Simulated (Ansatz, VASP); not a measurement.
## Two plane-wave programs on CsBe3Ag

```
Cs Be Ag
1.0
     3.87881    0.00000    0.00000
     0.00000    3.87881    0.00000
     0.00000    0.00000    7.45200
Cs Be Ag
1 3 1
Cartesian
  1.9394 1.9394 5.4288
  1.9394 0.0000 2.1604
  0.0000 1.9394 2.1604
  0.0000 0.0000 3.0122
  0.0000 0.0000 0.6547
```

Change from the starting cell: species swapped into the CeSiPt3 type (P4mm, No. 99).

Alike in both runs: functional PBE; k mesh 4 × 4 × 4; occupations gaussian, width 0.1 eV; no spin polarisation.

Ansatz relaxed the structure, and its values are those at the end. VASP's run is a single point on that final structure, the one shown.

|  | VASP | Ansatz |
| --- | --- | --- |
| version | VASP 6.6.1 | Ansatz 0.2.0 |
| potentials or method | VASP PAW PBE potentials, release 64 (Cs_sv, Be, Ag), cutoff 520 eV | scalar-relativistic, plane waves, PAW |
| valence electrons in the cell | 26 | 34 |

|  | VASP | Ansatz | Ansatz less VASP |
| --- | --- | --- | --- |
| gap on the k mesh at the Fermi level (eV) | none | none | - |
| pressure (GPa) | 0.1 | 0.0 | -0.06 |
| rms of the force components (eV/Å) | 0.004 | 0.001 | -0.0024 |

A gap of «none» marks a metal or a gap that the smearing closes. VASP's potentials hold 26 valence electrons a cell and Ansatz's 34, so a difference there can come from the potentials and not from the codes.

The k mesh is coarse, so the values compare programs but aren't converged. Spin-orbit coupling is off throughout.
